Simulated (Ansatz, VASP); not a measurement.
One calculation of TaN, two programs

```xyz
2
Lattice="0.0000 2.1308 2.3627 2.1308 0.0000 2.3627 2.1308 2.1308 0.0000" Properties=species:S:1:pos:R:3 pbc="T T T"
Ta    2.1376    2.1308    2.3627
N    -0.0871    0.0000    0.0000
```

Change from the starting cell: mode 4 frozen in at -0.090 Å, strain +e along z and -e/2 along x and y +0.0700.

Alike in both runs: task single point; functional PBE; k mesh 18 × 18 × 18; occupations gaussian, width 0.15 eV; no spin polarisation.

```csv
,VASP,Ansatz
version,VASP 6.6.1,Ansatz 0.2.0
potentials or method,"VASP PAW PBE potentials, release 64 (Ta_pv, N), cutoff 520 eV","scalar-relativistic, plane waves, PAW"
valence electrons in the cell,16,18
```

|  | VASP | Ansatz | Ansatz less VASP |
| --- | --- | --- | --- |
| gap on the k mesh at the Fermi level (eV) | none | none | - |
| pressure (GPa) | 12.8 | 11.7 | -1.10 |
| traceless stress, the component that is largest in VASP (GPa) | -27.34 | -26.90 | +0.441 |
| rms of the force components (eV/Å) | 0.740 | 0.733 | -0.0070 |

Atom by atom the forces differ by 0.007 eV/Å (rms over components). A gap of «none» marks a metal or a gap that the smearing closes. VASP's potentials hold 16 valence electrons a cell and Ansatz's 18, so a difference there can come from the potentials and not from the codes.

Neither program's run includes spin-orbit coupling.
